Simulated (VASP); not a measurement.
# Y (Fd-3m) in VASP: notebook, part 2 of 2

VASP 6.6.1.

## Step 4: Single point, PBEsol

This run uses another cell than the first one, of 22.37 Å³/atom.

INCAR

```
PREC     = Accurate       # precision mode
ENCUT    = 500            # plane-wave cutoff, eV
EDIFF    = 1E-6           # SCF threshold, eV
ISMEAR   = -1             # smearing method
SIGMA    = 0.05           # smearing width, eV
LREAL    = False          # projectors in reciprocal space
LASPH    = True           # aspherical terms in the spheres
NELM     = 120            # most SCF steps
ALGO     = Normal         # electronic algorithm
ISIF     = 2              # what is computed and relaxed
LWAVE    = False          # write WAVECAR
LCHARG   = True           # write CHGCAR
GGA      = PS             # functional
LELF     = True           # ELF
LVHAR    = True         
NBANDS   = 18             # bands
GGA_COMPAT= False
```

KPOINTS

```
regular mesh
0
Gamma
  11 11 11
```

POSCAR

```
Y
1.0
    0.0000000000      2.8175000000      2.8175000000
    2.8175000000      0.0000000000      2.8175000000
    2.8175000000      2.8175000000      0.0000000000
Y
2
Direct
    1.0000000000      1.0000000000      1.0000000000
    0.2500000000      0.2500000000      0.2500000000
```

Potentials or basis: VASP PAW PBE potentials, release 64 (Y_sv).

Launch:

```sh
> cat potpaw_PBE.64/Y_sv/POTCAR > POTCAR
> mpirun -np 1 vasp_std > vasp.out
```

OUTCAR:

```text
PREC = Accurate
   ENCUT = 500
   EDIFF = 1E-6
   ISMEAR = -1
   LREAL = False
   LASPH = True
   NELM = 120
   ISIF = 2
   GGA = PS

 ion  position               nearest neighbor table
   1  0.000  0.000  0.000-   2 2.44   2 2.44   2 2.44   2 2.44
   2  0.250  0.250  0.250-   1 2.44   1 2.44   1 2.44   1 2.44

  LATTYP: Found a face centered cubic cell.
 ALAT       =     5.6350000000

  Lattice vectors:

 A1 = (   0.0000000000,   2.8175000000,   2.8175000000)
 A2 = (   2.8175000000,   0.0000000000,   2.8175000000)
 A3 = (   2.8175000000,   2.8175000000,   0.0000000000)

Analysis of symmetry for initial positions (statically):
=====================================================================
 Subroutine PRICEL returns:
 Original cell was already a primitive cell.

 Routine SETGRP: Setting up the symmetry group for a
 face centered cubic supercell.

 Subroutine GETGRP returns: Found 48 space group operations
 (whereof 24 operations were pure point group operations)
 out of a pool of 48 trial point group operations.

The static configuration has the point symmetry T_d .
 The point group associated with its full space group is O_h .
[... 159 lines left out ...]

  energy without entropy =       -8.55123656  energy(sigma->0) =       -8.55673961

 E-fermi :   5.0167     XC(G=0): -10.9557

 val. band max:        5.0098604190   @ k =  -0.4545   0.4545   0.0000
 cond. band min:       5.0490366814   @ k =   0.3636   0.2727   0.0000
 fundamental gap:      0.0391762624
 Fermi energy:         5.0166999955

 k-point     1 :       0.0000    0.0000    0.0000
  band No.  band energies     occupation
      1     -38.7859      2.00000
      2     -36.5015      2.00000
      3     -19.2551      2.00000
      4     -19.2551      2.00000
      5     -19.2551      2.00000
      6     -16.7190      2.00000
[... 481 lines left out ...]
      5     -19.0675      2.00000
      6     -16.7650      2.00000
[... 10 lines left out ...]
     17       8.4420      0.00000
     18      12.0241      0.00000

 [... further k-points ...]

------------------------ aborting loop because EDIFF is reached ----------------------------------------

  FORCE on cell =-STRESS in cart. coord.  units (eV):
  Direction    XX          YY          ZZ          XY          YZ          ZX
  --------------------------------------------------------------------------------------
  -------------------------------------------------------------------------------------
  Total        5.6145500      5.6145500      5.6145500      0.0000000      0.0000000      0.0000000
  in kB      201.0961541    201.0961541    201.0961541      0.0000000      0.0000000      0.0000000
  external PRESSURE =     201.0961541 kB  Pullay stress =       0.0000000 kB

 VOLUME and BASIS-vectors are now :
 -----------------------------------------------------------------------------
  energy-cutoff  :      500.00
  volume of cell :       44.73
      direct lattice vectors                 reciprocal lattice vectors
     0.000000000  2.817500000  2.817500000    -0.177462289  0.177462289  0.177462289
     2.817500000  0.000000000  2.817500000     0.177462289 -0.177462289  0.177462289
     2.817500000  2.817500000  0.000000000     0.177462289  0.177462289 -0.177462289

 POSITION                                       TOTAL-FORCE (eV/Angst)
 -----------------------------------------------------------------------------------
      0.00000      0.00000      0.00000         0.000000      0.000000      0.000000
      1.40875      1.40875      1.40875        -0.000000     -0.000000     -0.000000
 -----------------------------------------------------------------------------------
    total drift:                                0.000000     -0.000000      0.000000

  FREE ENERGIE OF THE ION-ELECTRON SYSTEM (eV)
  ---------------------------------------------------
  free  energy   TOTEN  =        -8.5622426644 eV

  energy  without entropy=       -8.5512365615  energy(sigma->0) =       -8.55673961
```

OSZICAR:

```text
N       E                     dE             d eps       ncg     rms          rms(c)
DAV:   1     0.969405988896E+02    0.96941E+02   -0.11816E+04  2016   0.120E+03
DAV:   2    -0.367502139234E+01   -0.10062E+03   -0.98837E+02  2490   0.275E+02
DAV:   3    -0.873676241333E+01   -0.50617E+01   -0.49996E+01  3296   0.420E+01
DAV:   4    -0.885874243103E+01   -0.12198E+00   -0.12182E+00  2432   0.704E+00
DAV:   5    -0.886217682732E+01   -0.34344E-02   -0.34336E-02  2776   0.796E-01    0.417E+01
DAV:   6    -0.862585733097E+01    0.23632E+00   -0.22562E-01  3272   0.261E+00    0.241E+01
DAV:   7    -0.856032873208E+01    0.65529E-01   -0.30293E-01  3306   0.261E+00    0.144E+00
DAV:   8    -0.856245365704E+01   -0.21249E-02   -0.26566E-02  2400   0.117E+00    0.290E-01
DAV:   9    -0.856225050319E+01    0.20315E-03   -0.13231E-03  2346   0.239E-01    0.905E-02
DAV:  10    -0.856224461429E+01    0.58889E-05   -0.97813E-05  2344   0.881E-02    0.131E-02
DAV:  11    -0.856224328777E+01    0.13265E-05   -0.11479E-05  2988   0.165E-02    0.113E-02
DAV:  12    -0.856224266442E+01    0.62335E-06   -0.11349E-06  1668   0.941E-03
   1 F= -.85622427E+01 E0= -.85567396E+01  d E =-.110061E-01
```

It took 56 s on 1 thread of Intel Xeon Platinum 8488C (Sapphire Rapids), shared host; peak memory 0.2 GiB.

What came out:

```yaml
Free_energy: -8.5622 eV
Pressure: 20.1 GPa
Band_gap_on_the_k_mesh: zero (bands 11 and 12 overlap by 1.30 eV)
```

Caveat: the cell stands under pressure; the PAW data sets were made with another functional, which shifts forces and pressure a little.

## Step 5: Single point, PBEsol

This run uses another cell than the first one, of 39.83 Å³/atom.

INCAR

```
SYSTEM = Y
ALGO     = Normal         ! electronic algorithm
EDIFF    = 1E-6           ! SCF threshold, eV
ENCUT    = 500            ! plane-wave cutoff, eV
GGA      = PS             ! functional
GGA_COMPAT= .FALSE.      
ISIF     = 2              ! what is computed and relaxed
ISMEAR   = -1             ! smearing method
LASPH    = .TRUE.         ! aspherical terms in the spheres
LCHARG   = .TRUE.         ! write CHGCAR
LELF     = .TRUE.         ! ELF
LREAL    = .FALSE.        ! projectors in reciprocal space
LVHAR    = .TRUE.       
LWAVE    = .FALSE.        ! write WAVECAR
NBANDS   = 18             ! bands
NELM     = 120            ! most SCF steps
PREC     = Accurate       ! precision mode
SIGMA    = 0.05           ! smearing width, eV
```

KPOINTS

```
k-points
0
G
  11 11 11
  0 0 0
```

POSCAR

```
Y
1.0
    0.0000000000      3.4151879010      3.4151879010
    3.4151879010      0.0000000000      3.4151879010
    3.4151879010      3.4151879010      0.0000000000
Y
2
Direct
    1.0000000000      1.0000000000      1.0000000000
    0.2500000000      0.2500000000      0.2500000000
```

Launch:

```sh
> cat potpaw_PBE.64/Y_sv/POTCAR > POTCAR
> mpirun -np 1 vasp_std > vasp.out
```

Run time: 76 s. Hardware: 1 thread of Intel Xeon Platinum 8488C (Sapphire Rapids), shared host; peak memory 0.24 GiB.

The run converged. Its results:

- Free energy: -9.6460 eV
- Pressure: 0.0 GPa
- Band gap on the k mesh: zero (bands 11 and 12 overlap by 0.71 eV)

Levels at points of the mesh, in eV from the Fermi level:
```
           k point  band 9  band 10  band 11  band 12  band 13  band 14
(0.00, 0.00, 0.00)   -3.72    -0.10    -0.10     0.54     0.54     0.54
```

Caveat: the PAW data sets were made with another functional, which shifts forces and pressure a little.

## Step 6: The runs side by side

```csv
cell,gap on the mesh (eV),pressure (GPa)
"a = 3.720 Å, angles 60.0°, 2 atoms",none,60.0
"a = 3.822 Å, angles 60.0°, 2 atoms",none,40.1
"a = 3.985 Å, angles 60.0°, 2 atoms",none,20.1
"a = 4.830 Å, angles 60.0°, 2 atoms",none,0.0
```

Alike in all rows: task single point; level PBEsol; potentials or basis VASP PAW PBE potentials, release 64 (Y_sv); no spin polarisation; k mesh 11 × 11 × 11; cutoff (eV) 500; smearing fermi-dirac 0.05 eV.

Caveats: the PAW data sets were made with another functional, which shifts forces and pressure a little; the cell stands under pressure (at least some runs).

Absolute energies hang on the potentials; compare differences alone.

The gap in the log of VASP goes by the Fermi energy; the results here count the filled bands.